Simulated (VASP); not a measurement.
# Al12H in VASP: a series of runs

Runs on Al12H. Level: PBE+D3(BJ). Tasks: single point.

Everything below comes from runs of VASP 6.6.1. Logs are shortened: lines on timing, memory, paths and dates and some standing lists are left out, and cuts for length are marked.

## Step 1: The cell of the first run

The cell holds a slab with vacuum, 13 atoms: a = 5.631 Å, b = 5.631 Å, c = 21.568 Å, α = 90.00°, β = 90.00°, γ = 120.00°.

## Step 2: Single point, PBE+D3(BJ)

File INCAR:

```
PREC = Accurate ; ENCUT = 520
EDIFF = 1E-6 ; ISMEAR = 0
SIGMA = 0.1 ; LREAL = False
LASPH = True ; NELM = 100
ALGO = Normal ; ISIF = 2
LWAVE = False ; LCHARG = True
LDIPOL = True ; IDIPOL = 3
DIPOL = 0.5 0.5 0.310 ; GGA = PE
IVDW = 12 ; LELF = True
LVHAR = True ; LVACPOTAV = True
NBANDS = 30
```

File KPOINTS:

```
Automatic mesh
0
Gamma
  6 6 1
```

File POSCAR:

```
Al12H
1.0
    5.6314608525      0.0000000000      0.0000000000
   -2.8157304263      4.8769881587      0.0000000000
    0.0000000000      0.0000000000     21.5684292007
Al H
12 1
Direct
    0.3333333333      0.1666666667      0.1854562501
    0.3333333333      0.6666666667      0.1854562501
    0.8333333333      0.1666666667      0.1854562501
    0.8333333333      0.6666666667      0.1854562501
    0.1666666667      0.3333333333      0.2913950739
    0.1666666667      0.8333333333      0.2913950739
    0.6666666667      0.3333333333      0.2913950739
    0.6666666667      0.8333333333      0.2913950739
    0.0000000000      0.0000000000      0.3972671872
    0.0000000000      0.5000000000      0.3972671872
    0.5000000000      0.0000000000      0.3972671872
    0.5000000000      0.5000000000      0.3972671872
    0.0000000000      0.2500000000      0.5363593748
```

Potentials or basis: VASP PAW PBE potentials, release 64 (Al, H).

Command:

```bash
$ cat potpaw_PBE.64/Al/POTCAR potpaw_PBE.64/H/POTCAR > POTCAR
$ mpirun -np 1 vasp_std > vasp.out
```

OUTCAR:

```text
PREC = Accurate
   ENCUT = 520
   EDIFF = 1E-6
   ISMEAR = 0
   LREAL = False
   LASPH = True
   NELM = 100
   ISIF = 2
   GGA = PE
   IVDW = 12
 IVDW          = 12

 ion  position               nearest neighbor table
   1  0.333  0.167  0.185-   5 2.80   7 2.80   6 2.80   4 2.82   4 2.82   3 2.82   3 2.82   2 2.82
                             2 2.82
   2  0.333  0.667  0.185-   6 2.80   8 2.80   5 2.80   3 2.82   3 2.82   4 2.82   4 2.82   1 2.82
                             1 2.82
   3  0.833  0.167  0.185-   7 2.80   5 2.80   8 2.80   2 2.82   2 2.82   1 2.82   1 2.82   4 2.82
                             4 2.82
   4  0.833  0.667  0.185-   8 2.80   6 2.80   7 2.80   1 2.82   1 2.82   2 2.82   2 2.82   3 2.82
                             3 2.82
   5  0.167  0.333  0.291-  12 2.80   9 2.80  10 2.80   1 2.80   3 2.80   2 2.80   8 2.82   8 2.82
                             7 2.82   7 2.82   6 2.82   6 2.82
   6  0.167  0.833  0.291-  11 2.80  10 2.80   9 2.80   2 2.80   4 2.80   1 2.80   7 2.82   7 2.82
                             8 2.82   8 2.82   5 2.82   5 2.82
   7  0.667  0.333  0.291-  10 2.80  11 2.80  12 2.80   3 2.80   1 2.80   4 2.80   6 2.82   6 2.82
                             5 2.82   5 2.82   8 2.82   8 2.82
   8  0.667  0.833  0.291-   9 2.80  12 2.80  11 2.80   4 2.80   2 2.80   3 2.80   5 2.82   5 2.82
                             6 2.82   6 2.82   7 2.82   7 2.82
   9  0.000  0.000  0.397-   8 2.80   5 2.80   6 2.80  12 2.82  12 2.82  11 2.82  11 2.82  10 2.82
                            10 2.82
  10  0.000  0.500  0.397-   7 2.80   6 2.80   5 2.80  11 2.82  11 2.82  12 2.82  12 2.82   9 2.82
                             9 2.82
  11  0.500  0.000  0.397-   6 2.80   7 2.80   8 2.80  10 2.82  10 2.82   9 2.82   9 2.82  12 2.82
                            12 2.82
  12  0.500  0.500  0.397-   5 2.80   8 2.80   7 2.80   9 2.82   9 2.82  10 2.82  10 2.82  11 2.82
                            11 2.82
  13  0.000  0.250  0.536-

  LATTYP: Found a hexagonal cell.
 ALAT       =     5.6314608525
 C/A-ratio  =     3.8299883042

  Lattice vectors:

 A1 = (   5.6314608525,   0.0000000000,   0.0000000000)
 A2 = (  -2.8157304263,   4.8769881587,   0.0000000000)
 A3 = (   0.0000000000,   0.0000000000,  21.5684292007)

Analysis of symmetry for initial positions (statically):
=====================================================================
 Subroutine PRICEL returns:
 Original cell was already a primitive cell.

 Routine SETGRP: Setting up the symmetry group for a
 hexagonal supercell.

 Subroutine GETGRP returns: Found  2 space group operations
 (whereof  1 operations were pure point group operations)
 out of a pool of 24 trial point group operations.

The static configuration has the point symmetry C_1 .
 The point group associated with its full space group is C_1h.

Analysis of symmetry for dynamics (positions and initial velocities):
=====================================================================
 Subroutine PRICEL returns:
 Original cell was already a primitive cell.

 Routine SETGRP: Setting up the symmetry group for a
 hexagonal supercell.

 Subroutine GETGRP returns: Found  2 space group operations
 (whereof  1 operations were pure point group operations)
 out of a pool of 24 trial point group operations.

The dynamic configuration has the point symmetry C_1 .
 The point group associated with its full space group is C_1h.

 Subroutine INISYM returns: Found  2 space group operations
 (whereof  1 operations are pure point group operations),
 and found     1 'primitive' translations

----------------------------------------------------------------------------------------

                                     Primitive cell

  volume of cell :     592.3676

  direct lattice vectors                    reciprocal lattice vectors
     5.631460853  0.000000000  0.000000000     0.177573817  0.102522291  0.000000000
    -2.815730426  4.876988159  0.000000000     0.000000000  0.205044582  0.000000000
     0.000000000  0.000000000 21.568429201     0.000000000  0.000000000  0.046364063

  length of vectors
     5.631460853  5.631460853 21.568429201     0.205044582  0.205044582  0.046364063

  position of ions in fractional coordinates (direct lattice)
     0.333333333  0.166666667  0.185456250
     0.333333333  0.666666667  0.185456250
     0.833333333  0.166666667  0.185456250
     0.833333333  0.666666667  0.185456250
     0.166666667  0.333333333  0.291395074
     0.166666667  0.833333333  0.291395074
     0.666666667  0.333333333  0.291395074
     0.666666667  0.833333333  0.291395074
     0.000000000  0.000000000  0.397267187
     0.000000000  0.500000000  0.397267187
     0.500000000  0.000000000  0.397267187
     0.500000000  0.500000000  0.397267187
     0.000000000  0.250000000  0.536359375

  ion indices of the primitive-cell ions
   primitive index   ion index
                 1           1
                 2           2
                 3           3
                 4           4
                 5           5
                 6           6
                 7           7
                 8           8
                 9           9
                10          10
                11          11
                12          12
                13          13

----------------------------------------------------------------------------------------

 KPOINTS: Automatic mesh

Automatic generation of k-mesh.
 Grid dimensions read from file:
 generate k-points for:    6    6    1

 Generating k-lattice:

  Cartesian coordinates                     Fractional coordinates (reciprocal lattice)
     0.029595636  0.017087049  0.000000000     0.166666667 -0.000000000  0.000000000
     0.000000000  0.034174097  0.000000000     0.000000000  0.166666667  0.000000000
     0.000000000  0.000000000  0.046364063     0.000000000  0.000000000  1.000000000

  Length of vectors
     0.034174097  0.034174097  0.046364063

  Shift w.r.t. Gamma in fractional coordinates (k-lattice)
     0.000000000  0.000000000  0.000000000

 Subroutine IBZKPT returns following result:
 ===========================================

 Found     13 irreducible k-points:

 Following reciprocal coordinates:
            Coordinates               Weight
  0.000000  0.000000  0.000000      1.000000
  0.166667  0.000000  0.000000      2.000000
  0.000000  0.166667  0.000000      4.000000
  0.333333 -0.000000  0.000000      2.000000
  0.000000  0.333333  0.000000      4.000000
  0.500000 -0.000000  0.000000      1.000000
  0.000000  0.500000  0.000000      2.000000
  0.166667  0.166667  0.000000      4.000000
 -0.166667  0.333333  0.000000      2.000000
  0.333333  0.166667  0.000000      4.000000
 -0.166667  0.500000  0.000000      4.000000
  0.500000  0.333333  0.000000      4.000000
  0.333333  0.333333  0.000000      2.000000
   k-points           NKPTS =     13   k-points in BZ     NKDIM =     13   number of bands    NBANDS=     30
   number of dos      NEDOS =    301   number of ions     NIONS =     13
   total plane-waves  NPLWV = 282240
   dimension x,y,z NGX =    42 NGY =   42 NGZ =  160
   dimension x,y,z NGXF=    84 NGYF=   84 NGZF=  320
   ions per type =              12   1
   NGX,Y,Z   is equivalent  to a cutoff of  12.40, 12.40, 12.33 a.u.
   NGXF,Y,Z  is equivalent  to a cutoff of  24.80, 24.80, 24.67 a.u.
 SYSTEM =  unknown system
   PREC   = accura    normal or accurate (medium, high low for compatibility)
   ISTART =      0    job   : 0-new  1-cont  2-samecut
   ICHARG =      2    charge: 1-file 2-atom 10-const
   ISPIN  =      1    spin polarized calculation?
   LNONCOLLINEAR =      F non collinear calculations
   LSORBIT =      F    spin-orbit coupling
   LASPH  =      T    aspherical Exc in radial PAW
   ENCUT  =  520.0 eV  38.22 Ry    6.18 a.u.  10.47 10.47 40.10*2*pi/ulx,y,z
   NELM   =    100;   NELMIN=  2; NELMDL= -5     # of ELM steps
   EDIFF  = 0.1E-05   stopping-criterion for ELM
   LREAL  =      F    real-space projection
   EDIFFG = 0.1E-04   stopping-criterion for IOM
   NSW    =      0    number of steps for IOM
   IBRION =     -1    ionic relax: 0-MD 1-quasi-New 2-CG
   NFREE  =      0    steps in history (QN), initial steepest desc. (CG)
   ISIF   =      2    stress and relaxation
   ISYM   =      2    0-nonsym 1-usesym 2-fastsym
   POTIM  = 0.5000    time-step for ionic-motion
   TEBEG  =    0.0;   TEEND  =   0.0 temperature during run
   PSTRESS=    0.0 pullay stress
   NELECT =      37.0000    total number of electrons
   NUPDOWN=      -1.0000    fix difference up-down
   EMIN   =  10.00;   EMAX   =-10.00  energy-range for DOS
   EFERMI =   0.00;   METHOD = LEGACY
   ISMEAR =     0;   SIGMA  =   0.10  broadening in eV -4-tet -1-fermi 0-gaus
   EFERMI_NEDOS =   21; number of points for ismear=-14 and -15
   IALGO  =     38    algorithm
   IMIX   =      4    mixing-type and parameters
     AMIX     =   0.40;   BMIX     =  1.00
     AMIX_MAG =   1.60;   BMIX_MAG =  1.00
  volume/ion in A,a.u.               =      45.57       307.50
  Fermi-wavevector in a.u.,A,eV,Ry     =   0.649549  1.227469  5.740480  0.421913
  Thomas-Fermi vector in A             =   1.718540
   LORBIT       =      0    0 simple, 1 ext, 2 COOP (PROOUT), +10 PAW based schemes
   GGA     = PE    functional components
   LHFCALC =     F    Hartree Fock is set to
   AEXX    =    0.0000 exact exchange contribution
   IVDW    =    12    specifies the selected vdW correction
   LEPSILON=     F    determine dielectric tensor
   LRPA    =     F    only Hartree local field effects (RPA)
 non-spin polarized calculation
 Gauss-broadening in eV      SIGMA  =   0.10
  energy-cutoff  :      520.00
  volume of cell :      592.37
 maximum number of plane-waves:     16008
 NGX is ok and might be reduce to    42
   NGX = 21   NGY = 21   NGZ = 81

 dipolmoment           0.000000      0.000000     -0.022568 electrons x Angstroem

 number of electron      37.0000001 magnetization

 dipolmoment           0.000000      0.000000      0.316454 electrons x Angstroem

 Free energy of the ion-electron system (eV)
  ---------------------------------------------------
  ext. energy  EPLUGINS =         0.00000000
  ---------------------------------------------------
  free energy    TOTEN  =       -43.07325125 eV

  energy without entropy =      -43.02778426  energy(sigma->0) =      -43.05051775

 E-fermi :  -0.5377     XC(G=0):  -4.4018

 val. band max:       -0.5512290124   @ k =   0.3333   0.1667   0.0000
 cond. band min:      -0.5069119700   @ k =   0.0000   0.3333   0.0000
 fundamental gap:      0.0443170424
 Fermi energy:        -0.5377356922

 k-point     1 :       0.0000    0.0000    0.0000
  band No.  band energies     occupation
      1     -11.3909      2.00000
      2      -9.6311      2.00000
      3      -6.8555      2.00000
      4      -5.3809      2.00000
      5      -5.3794      2.00000
      6      -5.3714      2.00000
[... 22 lines left out ...]
     29       2.1770      0.00000
     30       2.2090      0.00000

 k-point     2 :       0.1667    0.0000    0.0000
  band No.  band energies     occupation
      1     -11.2187      2.00000
      2      -9.4604      2.00000
      3      -7.1529      2.00000
      4      -6.6855      2.00000
      5      -6.1580      2.00000
      6      -6.1579      2.00000
[... 355 lines left out ...]
 k-point    13 :       0.3333    0.3333    0.0000
  band No.  band energies     occupation
      1      -9.3460      2.00000
      2      -9.3371      2.00000
      3      -9.3345      2.00000
      4      -7.6038      2.00000
      5      -7.5967      2.00000
      6      -7.5930      2.00000
[... 22 lines left out ...]
     29       2.9552      0.00000
     30       2.9583      0.00000

------------------------ aborting loop because EDIFF is reached ----------------------------------------

 Edisp (eV)   -2.90854

 E8    (eV) :    -1.3517

  FORCE on cell =-STRESS in cart. coord.  units (eV):
  Direction    XX          YY          ZZ          XY          YZ          ZX
  --------------------------------------------------------------------------------------
  -------------------------------------------------------------------------------------
  Total      -2.89595    -3.00439    -1.11354     0.09391    -0.02747    -0.04759
  in kB      -7.83268    -8.12598    -3.01181     0.25401    -0.07431    -0.12870
  external pressure =       -6.32 kB  Pullay stress =        0.00 kB

 VOLUME and BASIS-vectors are now :
 -----------------------------------------------------------------------------
  energy-cutoff  :      520.00
  volume of cell :      592.37
      direct lattice vectors                 reciprocal lattice vectors
     5.631460853  0.000000000  0.000000000     0.177573817  0.102522291  0.000000000
    -2.815730426  4.876988159  0.000000000     0.000000000  0.205044582  0.000000000
     0.000000000  0.000000000 21.568429201     0.000000000  0.000000000  0.046364063

 POSITION                                       TOTAL-FORCE (eV/Angst)
 -----------------------------------------------------------------------------------
      1.40787      0.81283      4.00000         0.061586     -0.002413     -0.087808
     -0.00000      3.25133      4.00000         0.028704      0.054542     -0.087808
      4.22360      0.81283      4.00000        -0.056480     -0.032609     -0.036604
      2.81573      3.25133      4.00000        -0.038119     -0.022008     -0.116550
      0.00000      1.62566      6.28493         0.012089      0.006980      0.076142
     -1.40787      4.06416      6.28493         0.005930      0.003424     -0.075551
      2.81573      1.62566      6.28493        -0.018377      0.028719     -0.034500
      1.40787      4.06416      6.28493         0.015683     -0.030275     -0.034500
      0.00000      0.00000      8.56843        -0.023272      0.093046      0.523404
     -1.40787      2.43849      8.56843         0.068944     -0.066677      0.523404
      2.81573      0.00000      8.56843        -0.027814     -0.016058      0.124761
      1.40787      2.43849      8.56843        -0.018121     -0.010462      0.141484
     -0.70393      1.21925     11.56843        -0.010754     -0.006209     -0.915874
 -----------------------------------------------------------------------------------
    total drift:                                0.000037      0.000021     -0.000184

  FREE ENERGIE OF THE ION-ELECTRON SYSTEM (eV)
  ---------------------------------------------------
  free  energy   TOTEN  =       -45.9817927267 eV

  energy  without entropy=      -45.9363257329  energy(sigma->0) =      -45.95905923

 vacuum level on the upper side and lower side of the slab         5.497         3.412
```

Wall time 5.7 min (1 thread of AMD EPYC 7R13 (Zen 3), shared host); peak memory 0.64 GiB.

What came out:

```yaml
Free_energy: -45.9818 eV
Largest_force: 0.916 eV/Å
Band_gap_on_the_k_mesh: zero (an odd number of electrons rules out a gap without spin polarisation)
Dispersion_energy_per_atom: -0.224 eV
```

Forces on the atoms (eV/Å):
```
Al   0.062 -0.002 -0.088
Al   0.029  0.055 -0.088
Al  -0.056 -0.033 -0.037
Al  -0.038 -0.022 -0.117
Al   0.012  0.007  0.076
Al   0.006  0.003 -0.076
Al  -0.018  0.029 -0.035
Al   0.016 -0.030 -0.035
Al  -0.023  0.093  0.523
Al   0.069 -0.067  0.523
Al  -0.028 -0.016  0.125
Al  -0.018 -0.010  0.141
H   -0.011 -0.006 -0.916
```

## Step 3: Single point, PBE+D3(BJ)

File INCAR:

```
PREC     = Accurate       # precision mode
ENCUT    = 520            # plane-wave cutoff, eV
EDIFF    = 1E-7           # SCF threshold, eV
ISMEAR   = 0              # smearing method
SIGMA    = 0.1            # smearing width, eV
LREAL    = F              # projectors in reciprocal space
LASPH    = T              # aspherical terms in the spheres
NELM     = 100            # most SCF steps
ALGO     = Normal         # electronic algorithm
ISIF     = 2              # what is computed and relaxed
LWAVE    = F              # write WAVECAR
LCHARG   = F              # write CHGCAR
LDIPOL   = T            
IDIPOL   = 3            
DIPOL    = 0.5 0.5 0.310
GGA      = PE             # functional
IVDW     = 12             # dispersion correction
NBANDS   = 30             # bands
```

File KPOINTS:

```
regular mesh
0
Gamma
  6 6 1
```

POSCAR: that of step 2 with these lines changed.

```diff
@@ -20,2 +20,2 @@
     0.5000000000      0.5000000000      0.3972671872
-    0.0000000000      0.2500000000      0.5363593748
+    0.0833333333      0.1666666667      0.5363593748
```

Potentials or basis: VASP PAW PBE potentials, release 64 (Al, H).

Command:

```bash
$ cat potpaw_PBE.64/Al/POTCAR potpaw_PBE.64/H/POTCAR > POTCAR
$ mpirun -np 1 vasp_std > vasp.out
```

Run time: 6.8 min. Hardware: 1 thread of AMD EPYC 7R13 (Zen 3), shared host; peak memory 0.64 GiB.

Results (log left out):

```yaml
Free_energy: -46.0083 eV
Largest_force: 0.977 eV/Å
Band_gap_on_the_k_mesh: zero (an odd number of electrons rules out a gap without spin polarisation)
Dispersion_energy_per_atom: -0.224 eV
```

Forces on the atoms (eV/Å):
```
Al   0.069 -0.006 -0.075
Al   0.000  0.057 -0.067
Al  -0.069 -0.006 -0.075
Al   0.000 -0.040 -0.114
Al   0.000  0.062  0.072
Al   0.041 -0.049 -0.037
Al   0.000  0.048 -0.060
Al  -0.041 -0.049 -0.037
Al   0.000  0.131  0.914
Al   0.022 -0.024  0.185
Al   0.000 -0.007  0.083
Al  -0.022 -0.024  0.185
H    0.000 -0.090 -0.973
```

Levels at points of the mesh, in eV from the Fermi level:
```csv
k point,band 17,band 18,band 19,band 20,band 21,band 22
"(0.00, 0.00, 0.00)",-0.59,-0.35,-0.35,-0.28,-0.13,-0.12
"(0.50, 0.00, 0.00)",-0.22,-0.17,-0.04,0.98,0.99,1.34
"(0.00, 0.50, 0.00)",-0.20,-0.17,-0.07,0.98,0.98,1.33
```

## Step 4: Single point, PBE+D3(BJ)

File INCAR:

```
SYSTEM = Al12H
PREC = Accurate
ENCUT = 520
EDIFF = 1E-6
ISMEAR = 0
SIGMA = 0.1
LREAL = .False.
LASPH = .True.
NELM = 100
ALGO = Normal
ISIF = 2
LWAVE = .False.
LCHARG = .True.
LDIPOL = .True.
IDIPOL = 3
DIPOL = 0.5 0.5 0.310
GGA = PE
IVDW = 12
LELF = .True.
LVHAR = .True.
LVACPOTAV = .True.
NBANDS = 30
```

File KPOINTS:

```
regular mesh
0
Gamma
  6 6 1
  0 0 0
```

POSCAR: that of step 3 with these lines changed.

```diff
@@ -20,2 +20,2 @@
     0.5000000000      0.5000000000      0.3972671872
-    0.0833333333      0.1666666667      0.5363593748
+    0.1666666667      0.0833333333      0.5363593748
```

Command:

```bash
$ cat potpaw_PBE.64/Al/POTCAR potpaw_PBE.64/H/POTCAR > POTCAR
$ mpirun -np 1 vasp_std > vasp.out
```

It took 6.3 min on 1 thread of AMD EPYC 7R13 (Zen 3), shared host; peak memory 0.64 GiB.

The run converged. Its results:

```
Free energy                : -46.0123 eV
Largest force              : 0.981 eV/Å
Band gap on the k mesh     : zero (an odd number of electrons rules out a gap without spin polarisation)
Dispersion energy per atom : -0.224 eV
```

Forces in eV/Å, atoms in the order of the input:
```
Al   0.037  0.021 -0.045
Al   0.006  0.003 -0.076
Al  -0.041  0.031 -0.110
Al   0.006 -0.051 -0.110
Al  -0.005  0.051  0.027
Al   0.042 -0.030  0.027
Al   0.017  0.010 -0.047
Al  -0.059 -0.034 -0.060
Al   0.082  0.047  0.907
Al  -0.011 -0.006  0.103
Al  -0.001 -0.005  0.181
Al  -0.005  0.002  0.181
H   -0.067 -0.039 -0.978
```

Levels at points of the mesh, in eV from the Fermi level:
| k point | band 17 | band 18 | band 19 | band 20 | band 21 | band 22 |
| --- | --- | --- | --- | --- | --- | --- |
| (0.00, 0.00, 0.00) | -0.61 | -0.35 | -0.35 | -0.24 | -0.13 | -0.12 |
| (0.50, 0.00, 0.00) | -0.25 | -0.17 | -0.01 | 0.98 | 1.00 | 1.34 |
| (0.00, 0.50, 0.00) | -0.22 | -0.17 | -0.04 | 0.98 | 0.98 | 1.34 |

## Step 5: The runs side by side

| cell | gap on the mesh (eV) | largest force (eV/Å) |
| --- | --- | --- |
| as given, atomic positions A | none | 0.92 |
| as given, atomic positions B | none | 0.98 |
| as given, atomic positions C | none | 0.98 |

Alike in all rows: task single point; level PBE+D3(BJ); potentials or basis VASP PAW PBE potentials, release 64 (Al, H); no spin polarisation; k mesh 6 × 6 × 1; cutoff (eV) 520; smearing gaussian 0.1 eV.

Absolute energies hang on the potentials; compare differences alone.

The gap in the log of VASP goes by the Fermi energy; the results here count the filled bands.